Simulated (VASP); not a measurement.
Write the native input for VASP 6.6.1 that does the following.

```
Task                               : single point
Functional                         : r2SCAN0
Potentials or basis                : VASP PAW PBE potentials, release 64 (Hg, Te)
Cutoff                             : 520 eV
k mesh                             : 4 × 4 × 4
Occupations                        : fermi-dirac, width 0.05 eV
Spin                               : no spin polarisation
Dipole correction                  : no
Grid for exact exchange (PRECFOCK) : Normal
Further INCAR settings             : ALGO = Normal; EDIFF = 1e-06; NBANDS = 16
```

Crystal: HgTe (Coloradoite).

```
CELL_PARAMETERS angstrom
0.00000 3.21450 3.21450
3.21450 0.00000 3.21450
3.21450 3.21450 0.00000
ATOMIC_POSITIONS crystal
Hg 0.00000 0.00000 0.00000
Te 0.75000 0.75000 0.75000
```

The input as run:

POSCAR

```
HgTe
1.0
    0.0000000000      3.2145000000      3.2145000000
    3.2145000000      0.0000000000      3.2145000000
    3.2145000000      3.2145000000      0.0000000000
Hg Te
1 1
Direct
    0.0000000000      0.0000000000      0.0000000000
    0.7500000000      0.7500000000      0.7500000000
```

INCAR.step1

```
  PREC = Accurate
  ENCUT = 520
  EDIFF = 1E-5
  ISMEAR = -1
  SIGMA = 0.05
  LREAL = F
  LASPH = T
  NELM = 60
  ALGO = Normal
  ISIF = 2
  LWAVE = T
  NBANDS = 16
  GGA = PE
```

INCAR.step2

```
  PREC = Accurate
  ENCUT = 520
  EDIFF = 1E-6
  ISMEAR = -1
  SIGMA = 0.05
  LREAL = F
  LASPH = T
  NELM = 60
  ALGO = Normal
  ISIF = 2
  LWAVE = F
  LCHARG = T
  METAGGA = R2SCAN
  LHFCALC = T
  AEXX = 0.25
  LMIXTAU = T
  PRECFOCK = Normal
  LELF = T
  LVHAR = T
  NBANDS = 16
  ISTART = 1
```

KPOINTS

```
Automatic mesh
0
Gamma
  4 4 4
```

Potentials or basis: VASP PAW PBE potentials, release 64 (Hg, Te).

Launch:

```bash
$ cat potpaw_PBE.64/Hg/POTCAR potpaw_PBE.64/Te/POTCAR > POTCAR
$ cp INCAR.step1 INCAR
$ mpirun -np 1 vasp_std > vasp.out
$ cp INCAR.step2 INCAR
$ mpirun -np 1 vasp_std > vasp.out
```

It gave:

```
Pressure               : 2.2 GPa
Band gap on the k mesh : 0.87 eV, direct
```

Caveat: the k points lie up to 0.42 Å⁻¹ apart; the PAW data sets were made with another functional, which shifts forces and pressure a little; spin-orbit coupling is left out, which moves the levels of the heavy elements.

Run time: 16 min on 1 thread of AMD EPYC 7R13 Processor (Zen 3) (shared host), peak memory 0.2 GiB.
